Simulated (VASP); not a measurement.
Input of a VASP 6.6.1 run:

File INCAR:

```
SYSTEM = As3P13
PREC = Accurate
ENCUT = 520
EDIFF = 1E-6
ISMEAR = 0
SIGMA = 0.1
LREAL = Auto
LASPH = .TRUE.
NELM = 80
ALGO = Normal
ISIF = 2
LWAVE = .FALSE.
LCHARG = .TRUE.
GGA = PE
IVDW = 12
LELF = .TRUE.
LVHAR = .TRUE.
NBANDS = 54
```

KPOINTS

```
regular mesh
0
G
  2 2 2
  0 0 0
```

Contents of POSCAR:

```
As3P13
1.0
    1.6961994671      5.1580693046      4.2133558785
    1.6981002070      5.1816427652     -4.2422073668
   -5.0839774969      5.1670093327     -0.0129584644
As P
3 13
Direct
    0.1126635722      0.0545506337      0.0686593829
    0.8751120252      0.7958981090      0.5577311052
    0.4374653310      0.9938978594      0.7959897694
    0.6140464514      0.5374046536      0.0493360547
    0.3621542905      0.3056508326      0.5431961289
    0.5758920990      0.0085266629      0.1982079179
    0.0828585546      0.5103822457      0.1950134177
    0.3320883355      0.7556396969      0.6929365255
    0.8304408248      0.2583629191      0.6983735619
    0.1318685975      0.2114163378      0.4483479625
    0.6305201190      0.7073037324      0.4428046191
    0.8774656412      0.9597917899      0.9509338137
    0.3819460177      0.4577446187      0.9431438794
    0.6555503254      0.2444759332      0.2998598574
    0.1844471668      0.7235232200      0.3019689894
    0.9154806482      0.4754307550      0.8134970146
```

Potentials or basis: VASP PAW PBE potentials, release 64 (As, P).

The run is started by

```sh
$ cat potpaw_PBE.64/As/POTCAR potpaw_PBE.64/P/POTCAR > POTCAR
$ mpirun -np 1 vasp_std > vasp.out
```

(1) Estimate the pressure.

(2) What does it give for the dispersion energy per atom?

(3) Estimate the band gap on the k mesh.

(4) Predict the largest force.

Results:

(1) -0.4 GPa.

(2) -0.398 eV.

(3) 0.67 eV, direct.

(4) 0.127 eV/Å.

Caveat: the k points lie up to 0.49 Å⁻¹ apart.
